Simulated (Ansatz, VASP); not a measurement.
# Si in VASP and in Ansatz

```
Si
1.0
     2.41281   -4.80745    0.00000
     0.81663    4.23755    0.00000
     0.00000    0.00000   12.57024
Si
12
Direct
  0.75707 0.24293 0.94498
  0.24293 0.75707 0.05502
  0.75707 0.24293 0.55502
  0.24293 0.75707 0.44498
  0.42870 0.57130 0.15723
  0.57130 0.42870 0.84277
  0.42870 0.57130 0.34277
  0.57130 0.42870 0.65723
  0.97110 0.02890 0.90927
  0.02890 0.97110 0.09073
  0.97110 0.02890 0.59073
  0.02890 0.97110 0.40927
```

Change from the starting cell: engineering shear strain xy -0.3000, equal normal strain along x and y -0.1500.

Alike in both runs: task single point; functional LDA; k mesh 10 × 10 × 4; occupations gaussian, width 0.03 eV; no spin polarisation.

|  | VASP | Ansatz |
| --- | --- | --- |
| version | VASP 6.6.1 | Ansatz 0.2.0 |
| potentials or method | VASP PAW LDA potentials, release 64 (Si), cutoff 520 eV | scalar-relativistic, plane waves, PAW |
| valence electrons in the cell | 48 | 48 |

|  | VASP | Ansatz | Ansatz less VASP |
| --- | --- | --- | --- |
| gap on the k mesh at the Fermi level (eV) | none | none | - |
| pressure (GPa) | 67.5 | 67.7 | +0.27 |
| traceless stress, the component that is largest in VASP (GPa) | -23.46 | -23.58 | -0.115 |
| rms of the force components (eV/Å) | 6.615 | 6.676 | +0.0609 |

Ansatz warns that its potentials were made for another functional, while VASP's fit it. LDA's correlation is that of Perdew and Zunger in VASP and of Perdew and Wang (1992) in Ansatz. Atom by atom the forces differ by 0.064 eV/Å (rms over components). A gap of «none» marks a metal or a gap that the smearing closes. Both programs put the cell under a high pressure, so it lies far from rest at this level.

Noted on VASP's run: the cell as given lies far from equilibrium.
